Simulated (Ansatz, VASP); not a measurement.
## P in VASP and in Ansatz

The input INCAR:

```
SYSTEM = P
ALGO     = Normal         ! electronic algorithm
EDIFF    = 1E-6           ! SCF threshold, eV
EDIFFG   = -0.01          ! ionic threshold
ENCUT    = 600            ! plane-wave cutoff, eV
GGA      = PE             ! functional
IBRION   = 2              ! ionic algorithm
ISIF     = 3              ! what is computed and relaxed
ISMEAR   = 0              ! smearing method
LASPH    = .True.         ! aspherical terms in the spheres
LCHARG   = .False.        ! write CHGCAR
LREAL    = .False.        ! projectors in reciprocal space
LWAVE    = .False.        ! write WAVECAR
NELM     = 100            ! most SCF steps
NSW      = 100            ! ionic steps
PREC     = Accurate       ! precision mode
SIGMA    = 0.1            ! smearing width, eV
```

Contents of KPOINTS:

```
k-points
0
Gamma
  18 18 14
  0 0 0
```

The input POSCAR:

```
P
1.0
    3.0632161889      0.0000000000      0.0000000000
    0.0000000000      3.0632161889      0.0000000000
    0.0000000000      0.0000000000      3.9667258746
P
2
Direct
    0.5000000000      0.0000000000      0.8856622868
    0.0000000000      0.5000000000      0.1143377132
```

Input for Ansatz:

```yaml
crystal:
  lattice:
    - [3.0632161889, 0.0, 0.0]
    - [0.0, 3.0632161889, 0.0]
    - [0.0, 0.0, 3.9667258746]
  atoms:
    - { symbol: P, position: [0.5, 0.0, 0.8856622868] }
    - { symbol: P, position: [0.0, 0.5, 0.1143377132] }
basis:
  ecutwfc: 420
kpoints:
  mp_grid: { grid: [18, 18, 14] }
hamiltonian:
  xc: pbe
scf:
  occupations: { method: gaussian, width: 0.1 }
output:
  forces: true
  stress: true
  eigenvalues: true
relax:
  adjacent_minimum: "off"
  f_tol: 0.01
  max_steps: 80
  cell: { stress_tol: 0.05 }
```

Alike in both runs: task relaxation of cell and atoms; functional PBE; k mesh 18 × 18 × 14; occupations gaussian, width 0.1 eV; no spin polarisation.

```csv
,VASP,Ansatz
version,VASP 6.6.1,Ansatz 0.2.0
potentials or method,"VASP PAW PBE potentials, release 64 (P), cutoff 600 eV","scalar-relativistic, plane waves, PAW"
valence electrons in the cell,10,10
```

Ansatz gave:

- gap on the k mesh at the Fermi level, each at its own relaxed structure (eV): none
- relaxed volume (Å³/atom): 18.28
- relaxed cell length with the largest relative difference (Å): 3.921

What did VASP give for the same quantities?

gap on the k mesh at the Fermi level, each at its own relaxed structure (eV): none; relaxed volume (Å³/atom): 18.25; relaxed cell length with the largest relative difference (Å): 3.928.

A gap of «none» marks a metal or a gap that the smearing closes.
